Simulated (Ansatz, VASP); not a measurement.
**SbMo in VASP and in Ansatz**

Contents of INCAR:

```
SYSTEM = SbMo
PREC     = Accurate       ! precision mode
ENCUT    = 520            ! plane-wave cutoff, eV
EDIFF    = 1E-6           ! SCF threshold, eV
ISMEAR   = -1             ! smearing method
SIGMA    = 0.08           ! smearing width, eV
LREAL    = .False.        ! projectors in reciprocal space
LASPH    = .True.         ! aspherical terms in the spheres
NELM     = 80             ! most SCF steps
ALGO     = Normal         ! electronic algorithm
ISIF     = 2              ! what is computed and relaxed
LWAVE    = .False.        ! write WAVECAR
LCHARG   = .False.        ! write CHGCAR
GGA      = CA             ! functional
NBANDS   = 16             ! bands
```

File KPOINTS:

```
Automatic mesh
0
Gamma
  13 13 13
  0 0 0
```

POSCAR

```
SbMo
1.0
    3.2628370853      0.0000000000      0.0000000000
    0.0000000000      3.2628370853      0.0000000000
    0.0000000000      0.0000000000      3.2628370853
Mo Sb
1 1
Direct
    0.0000000000      0.0000000000      0.0000000000
    0.5000000000      0.5000000000      0.5000000000
```

Input for Ansatz:

```yaml
crystal:
  lattice:
    - [3.2628370853, 0.0, 0.0]
    - [0.0, 3.2628370853, 0.0]
    - [0.0, 0.0, 3.2628370853]
  atoms:
    - { symbol: Mo, position: [0.0, 0.0, 0.0] }
    - { symbol: Sb, position: [0.5, 0.5, 0.5] }
kpoints:
  mp_grid: { grid: [13, 13, 13] }
  band_path:
    path:
      - [0.0, 0.0, 0.0]
      - [0.0, 0.5, 0.0]
      - [0.5, 0.5, 0.0]
      - [0.0, 0.0, 0.0]
      - [0.5, 0.5, 0.5]
      - [0.0, 0.5, 0.0]
      - [0.5, 0.5, 0.5]
      - [0.5, 0.5, 0.0]
    npoints: 14
scf:
  occupations: { method: fermi_dirac, width: 0.08 }
hamiltonian:
  xc: lda
  pseudopotentials: { kind: all_electron, lapw: { basis_error: 0.001 } }
output:
  forces: true
  stress: true
  eigenvalues: true
  populations: true
  dos: { projected: true, de: 0.2, e_range: [-14, 8] }
```

Alike in both runs: task single point; functional LDA; k mesh 13 × 13 × 13; occupations fermi-dirac, width 0.08 eV; no spin polarisation.

|  | VASP | Ansatz |
| --- | --- | --- |
| version | VASP 6.6.1 | Ansatz 0.2.0 |
| potentials or method | VASP PAW LDA potentials, release 64 (Mo_sv, Sb), cutoff 520 eV | all-electron LAPW, scalar-relativistic |

```tsv
	VASP	Ansatz	Ansatz less VASP
pressure (GPa)	0.6	0.0	-0.59
```

LDA's correlation is that of Perdew and Zunger in VASP and of Perdew and Wang (1992) in Ansatz. Ansatz ran all-electron here, and VASP with PAW potentials.

Spin-orbit coupling is off throughout.
